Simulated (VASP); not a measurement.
# AlN (F-43m) in VASP: a series of runs, part 2 of 2

VASP 6.6.1.

## 6. Single point, PBEsol

This run uses another cell than the first one, of 9.03 Å³/atom, 0.861 times its volume.

Input file INCAR:

```
SYSTEM = AlN
  ALGO = Normal
  EDIFF = 1E-6
  ENCUT = 520
  GGA = PS
  ISIF = 2
  ISMEAR = 0
  LASPH = .TRUE.
  LCHARG = .FALSE.
  LREAL = .FALSE.
  LWAVE = .FALSE.
  NBANDS = 11
  NELM = 60
  PREC = Accurate
  SIGMA = 0.01
```

Input file KPOINTS:

```
k-points
0
G
  10 10 10
  0 0 0
```

Input file POSCAR:

```
AlN
1.0
    0.0000000000      2.0822446465      2.0822446465
    2.0822446465      0.0000000000      2.0822446465
    2.0822446465      2.0822446465      0.0000000000
Al N
1 1
Direct
    0.0000000000      0.0000000000      0.0000000000
    0.7500000000      0.7500000000      0.7500000000
```

Potentials or basis: VASP PAW PBE potentials, release 64 (Al, N).

Run with:

```sh
cat potpaw_PBE.64/Al/POTCAR potpaw_PBE.64/N/POTCAR > POTCAR
mpirun -np 1 vasp_std > vasp.out
```

OUTCAR:

```text
SYSTEM = AlN
   EDIFF = 1E-6
   ENCUT = 520
   GGA = PS
   ISIF = 2
   ISMEAR = 0
   LASPH = .TRUE.
   LREAL = .FALSE.
   NELM = 60
   PREC = Accurate

 ion  position               nearest neighbor table
   1  0.000  0.000  0.000-   2 1.80   2 1.80   2 1.80   2 1.80
   2  0.750  0.750  0.750-   1 1.80   1 1.80   1 1.80   1 1.80

  LATTYP: Found a face centered cubic cell.
 ALAT       =     4.1644892930

  Lattice vectors:

 A1 = (   0.0000000000,   2.0822446465,   2.0822446465)
 A2 = (   2.0822446465,   0.0000000000,   2.0822446465)
 A3 = (   2.0822446465,   2.0822446465,   0.0000000000)
[... 513 lines left out ...]
      7      21.3894      0.00000
      8      23.4173      0.00000
      9      24.0600      0.00000
     10      30.2112      0.00000
     11      33.2057      0.00000

 [... further k-points ...]
[... 5 lines left out ...]
  --------------------------------------------------------------------------------------
  -------------------------------------------------------------------------------------
  Total        4.5551704      4.5551704      4.5551704      0.0000000     -0.0000000     -0.0000000
  in kB      404.1940866    404.1940866    404.1940866      0.0000000     -0.0000000     -0.0000000
  external PRESSURE =     404.1940866 kB  Pullay stress =       0.0000000 kB

 VOLUME and BASIS-vectors are now :
 -----------------------------------------------------------------------------
  energy-cutoff  :      520.00
  volume of cell :       18.06
      direct lattice vectors                 reciprocal lattice vectors
     0.000000000  2.082244646  2.082244646    -0.240125482  0.240125482  0.240125482
     2.082244646  0.000000000  2.082244646     0.240125482 -0.240125482  0.240125482
     2.082244646  2.082244646  0.000000000     0.240125482  0.240125482 -0.240125482

 POSITION                                       TOTAL-FORCE (eV/Angst)
 -----------------------------------------------------------------------------------
      0.00000      0.00000      0.00000         0.000000      0.000000      0.000000
      3.12337      3.12337      3.12337        -0.000000     -0.000000     -0.000000
 -----------------------------------------------------------------------------------
    total drift:                               -0.000000     -0.000000     -0.000000

  FREE ENERGIE OF THE ION-ELECTRON SYSTEM (eV)
  ---------------------------------------------------
  free  energy   TOTEN  =       -15.2840028930 eV

  energy  without entropy=      -15.2840028930  energy(sigma->0) =      -15.28400289
```

OSZICAR:

```text
N       E                     dE             d eps       ncg     rms          rms(c)
DAV:   1     0.106255170236E+02    0.10626E+02   -0.41949E+03  1050   0.625E+02
DAV:   2    -0.170718740418E+02   -0.27697E+02   -0.26733E+02  1239   0.145E+02
DAV:   3    -0.178401308717E+02   -0.76826E+00   -0.76735E+00  1270   0.223E+01
DAV:   4    -0.178436073231E+02   -0.34765E-02   -0.34762E-02  1184   0.164E+00
DAV:   5    -0.178436416733E+02   -0.34350E-04   -0.34350E-04  1268   0.156E-01    0.914E+00
DAV:   6    -0.153465411501E+02    0.24971E+01   -0.10712E+01  1207   0.171E+01    0.313E+00
DAV:   7    -0.153023926479E+02    0.44149E-01   -0.25548E-01  1178   0.351E+00    0.223E+00
DAV:   8    -0.152850025842E+02    0.17390E-01   -0.24524E-02  1163   0.145E+00    0.566E-01
DAV:   9    -0.152839936065E+02    0.10090E-02   -0.29355E-03  1232   0.341E-01    0.256E-01
DAV:  10    -0.152840031853E+02   -0.95788E-05   -0.23230E-04  1160   0.102E-01    0.295E-02
DAV:  11    -0.152840028930E+02    0.29225E-06   -0.26014E-06  1217   0.145E-02
   1 F= -.15284003E+02 E0= -.15284003E+02  d E =-.135744E-52
```

stdout:

```text
POSCAR found type information on POSCAR AlN
 POSCAR found :  2 types and       2 ions
 scaLAPACK will be used
 -----------------------------------------------------------------------------
|                                                                             |
|                                                                             |
|     You enforced a specific xc type in the INCAR file but a different       |
|     I HOPE YOU KNOW WHAT YOU ARE DOING!                                     |
|                                                                             |
 -----------------------------------------------------------------------------

 LDA part: xc-table for (Slater+PW92), standard interpolation
 POSCAR, INCAR and KPOINTS ok, starting setup
 FFT: planning ... GRIDC
 FFT: planning ... GRID_SOFT
 FFT: planning ... GRID
 WAVECAR not read
 entering main loop
```

Wall time 6.8 s (1 thread of Intel Xeon Platinum 8559C (Emerald Rapids), shared host); peak memory 0.13 GiB.

Results:

```
Free energy            : -15.2840 eV
Pressure               : 40.4 GPa
Band gap on the k mesh : 3.24 eV, indirect (least direct gap 5.17 eV)
```

Levels at points of the mesh, in eV from the valence-band top:
| k point | band 2 | band 3 | band 4 | band 5 | band 6 | band 7 |
| --- | --- | --- | --- | --- | --- | --- |
| (0.00, 0.00, 0.00) | 0.00 | 0.00 | 0.00 | 5.46 | 13.94 | 13.94 |
| (0.50, 0.00, 0.00) | -6.55 | -0.49 | -0.49 | 8.62 | 10.76 | 11.94 |
| (0.50, 0.50, 0.00) | -5.42 | -1.93 | -1.93 | 3.24 | 9.34 | 15.98 |

Caveat: the PAW data sets were made with another functional, which shifts forces and pressure a little. A k mesh can miss the band edges.

## 7. Summary

| task | cell | cutoff (eV) | smearing | gap on the mesh (eV) | pressure (GPa) | relaxed volume (Å³/atom) |
| --- | --- | --- | --- | --- | --- | --- |
| single point | a = 3.095 Å, angles 60.0°, 2 atoms | 520 | gaussian 0.02 eV | 3.18 | 0.0 | - |
| single point | a = 3.095 Å, angles 60.0°, 2 atoms | 520 | gaussian 0.01 eV | 3.18 | 0.0 | - |
| relaxation of cell and atoms | relaxed from a = 3.089 Å, angles 60.0°, 2 atoms | 600 | gaussian 0.02 eV | 3.18 | 0.0 | 10.48 |
| relaxation of cell and atoms | relaxed from a = 3.095 Å, angles 60.0°, 2 atoms | 600 | gaussian 0.01 eV | 3.18 | 0.0 | 10.48 |
| single point | a = 2.945 Å, angles 60.0°, 2 atoms | 520 | gaussian 0.01 eV | 3.24 | 40.4 | - |

Alike in all rows: level PBEsol; potentials or basis VASP PAW PBE potentials, release 64 (Al, N); no spin polarisation; k mesh 10 × 10 × 10.

Caveats: the PAW data sets were made with another functional, which shifts forces and pressure a little.

Absolute energies hang on the potentials; compare differences alone.
